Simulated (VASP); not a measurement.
# Sc (Fd-3m) in VASP: notebook, part 2 of 2

VASP 6.6.1. The steps go on from the part before.

## (3) Single point, PBE

This run uses another cell than the first one, of 10.62 Å³/atom, 1.003 times its volume.

Contents of INCAR:

```
SYSTEM = Sc
PREC = Accurate ; ENCUT = 500
EDIFF = 1E-6 ; ISMEAR = -1
SIGMA = 0.1 ; LREAL = .False.
LASPH = .True. ; NELM = 120
ALGO = Normal ; ISIF = 2
LWAVE = .False. ; LCHARG = .False.
GGA = PE ; NBANDS = 18
GGA_COMPAT = .False.
```

Contents of KPOINTS:

```
regular mesh
0
Gamma
  14 14 14
  0 0 0
```

Contents of POSCAR:

```
Sc
1.0
    0.0000000000      2.1982911933      2.1982911933
    2.1982911933      0.0000000000      2.1982911933
    2.1982911933      2.1982911933      0.0000000000
Sc
2
Direct
   -0.1250000000     -0.1250000000     -0.1250000000
    0.1250000000      0.1250000000      0.1250000000
```

Potentials or basis: VASP PAW PBE potentials, release 64 (Sc_sv).

The run is started by

```bash
$ cat potpaw_PBE.64/Sc_sv/POTCAR > POTCAR
$ mpirun -np 1 vasp_std > vasp.out
```

OUTCAR:

```text
SYSTEM = Sc
   PREC = Accurate
   ENCUT = 500
   EDIFF = 1E-6
   ISMEAR = -1
   LREAL = .False.
   LASPH = .True.
   NELM = 120
   ISIF = 2
   GGA = PE

 ion  position               nearest neighbor table
   1  0.875  0.875  0.875-   2 1.90   2 1.90   2 1.90   2 1.90
   2  0.125  0.125  0.125-   1 1.90   1 1.90   1 1.90   1 1.90

  LATTYP: Found a face centered cubic cell.
 ALAT       =     4.3965823866

  Lattice vectors:

 A1 = (   0.0000000000,   2.1982911933,   2.1982911933)
 A2 = (   2.1982911933,   0.0000000000,   2.1982911933)
 A3 = (   2.1982911933,   2.1982911933,   0.0000000000)

Analysis of symmetry for initial positions (statically):
=====================================================================
 Subroutine PRICEL returns:
 Original cell was already a primitive cell.

 Routine SETGRP: Setting up the symmetry group for a
 face centered cubic supercell.

 Subroutine GETGRP returns: Found 48 space group operations
 (whereof 12 operations were pure point group operations)
 out of a pool of 48 trial point group operations.

The static configuration has the point symmetry D_3d.
 The point group associated with its full space group is O_h .

Analysis of symmetry for dynamics (positions and initial velocities):
=====================================================================
 Subroutine PRICEL returns:
 Original cell was already a primitive cell.

 Routine SETGRP: Setting up the symmetry group for a
 face centered cubic supercell.

 Subroutine GETGRP returns: Found 48 space group operations
 (whereof 12 operations were pure point group operations)
 out of a pool of 48 trial point group operations.

The dynamic configuration has the point symmetry D_3d.
 The point group associated with its full space group is O_h .

 Subroutine INISYM returns: Found 48 space group operations
 (whereof 12 operations are pure point group operations),
 and found     1 'primitive' translations

[... 104 lines left out ...]
   PSTRESS=    0.0 pullay stress
   NELECT =      22.0000    total number of electrons
   NUPDOWN=      -1.0000    fix difference up-down
   EMIN   =  10.00;   EMAX   =-10.00  energy-range for DOS
   EFERMI =   0.00;   METHOD = LEGACY
   ISMEAR =    -1;   SIGMA  =   0.10  broadening in eV -4-tet -1-fermi 0-gaus
   EFERMI_NEDOS =   21; number of points for ismear=-14 and -15
   IALGO  =     38    algorithm
   IMIX   =      4    mixing-type and parameters
     AMIX     =   0.40;   BMIX     =  1.00
     AMIX_MAG =   1.60;   BMIX_MAG =  1.00
  volume/ion in A,a.u.               =      10.62        71.69
  Fermi-wavevector in a.u.,A,eV,Ry     =   1.656229  3.129820 37.322087  2.743096
  Thomas-Fermi vector in A             =   2.744190
   LORBIT       =      0    0 simple, 1 ext, 2 COOP (PROOUT), +10 PAW based schemes
   GGA     = PE    functional components
   LHFCALC =     F    Hartree Fock is set to
   AEXX    =    0.0000 exact exchange contribution
   IVDW    =     0    specifies the selected vdW correction
   LEPSILON=     F    determine dielectric tensor
   LRPA    =     F    only Hartree local field effects (RPA)
 non-spin polarized calculation
  energy-cutoff  :      500.00
  volume of cell :       21.25
 maximum number of plane-waves:       549
   NGX = 11   NGY = 11   NGZ = 11

 number of electron      21.9999998 magnetization

 Free energy of the ion-electron system (eV)
  ---------------------------------------------------
  ext. energy  EPLUGINS =         0.00000000
  ---------------------------------------------------
  free energy    TOTEN  =        -1.78783326 eV

  energy without entropy =       -1.76607915  energy(sigma->0) =       -1.77695620

 E-fermi :  10.2293     XC(G=0): -13.6372

 val. band max:       10.2281987129   @ k =   0.4286   0.3571   0.0714
 cond. band min:      10.2391552117   @ k =   0.5000   0.4286   0.0714
 fundamental gap:      0.0109564988
 Fermi energy:        10.2292644741

 k-point     1 :       0.0000    0.0000    0.0000
  band No.  band energies     occupation
      1     -41.8852      2.00000
      2     -35.5442      2.00000
      3     -20.0008      2.00000
      4     -20.0008      2.00000
      5     -20.0008      2.00000
      6     -15.7169      2.00000
[... 481 lines left out ...]
      5     -19.3974      2.00000
      6     -15.9086      2.00000
[... 10 lines left out ...]
     17      16.0877      0.00000
     18      18.8944      0.00000

 [... further k-points ...]
[... 5 lines left out ...]
  --------------------------------------------------------------------------------------
  -------------------------------------------------------------------------------------
  Total       22.6882122     22.6882122     22.6882122      0.0000000      0.0000000     -0.0000000
  in kB     1710.9022656   1710.9022656   1710.9022656      0.0000000      0.0000000     -0.0000000
  external PRESSURE =    1710.9022656 kB  Pullay stress =       0.0000000 kB

 VOLUME and BASIS-vectors are now :
 -----------------------------------------------------------------------------
  energy-cutoff  :      500.00
  volume of cell :       21.25
      direct lattice vectors                 reciprocal lattice vectors
     0.000000000  2.198291193  2.198291193    -0.227449394  0.227449394  0.227449394
     2.198291193  0.000000000  2.198291193     0.227449394 -0.227449394  0.227449394
     2.198291193  2.198291193  0.000000000     0.227449394  0.227449394 -0.227449394

 POSITION                                       TOTAL-FORCE (eV/Angst)
 -----------------------------------------------------------------------------------
      3.84701      3.84701      3.84701         0.000000     -0.000000      0.000000
      0.54957      0.54957      0.54957        -0.000000      0.000000     -0.000000
 -----------------------------------------------------------------------------------
    total drift:                                0.000000      0.000000      0.000000

  FREE ENERGIE OF THE ION-ELECTRON SYSTEM (eV)
  ---------------------------------------------------
  free  energy   TOTEN  =        -1.7878332551 eV

  energy  without entropy=       -1.7660791534  energy(sigma->0) =       -1.77695620
```

stdout:

```text
POSCAR found type information on POSCAR Sc
 POSCAR found :  1 types and       2 ions
 scaLAPACK will be used
 LDA part: xc-table for (Slater+PW92), standard interpolation
 POSCAR, INCAR and KPOINTS ok, starting setup
 FFT: planning ... GRIDC
 FFT: planning ... GRID_SOFT
 FFT: planning ... GRID
 WAVECAR not read
 entering main loop
```

Wall time 19 s (1 thread of Intel Xeon 6975P-C, shared host); peak memory 0.16 GiB.

What came out:

```yaml
Free_energy: -1.7878 eV
Pressure: 171.1 GPa
Band_gap_on_the_k_mesh: zero (band 11 reaches 10.60 eV, above the bottom of band 12 at 10.04 eV)
```
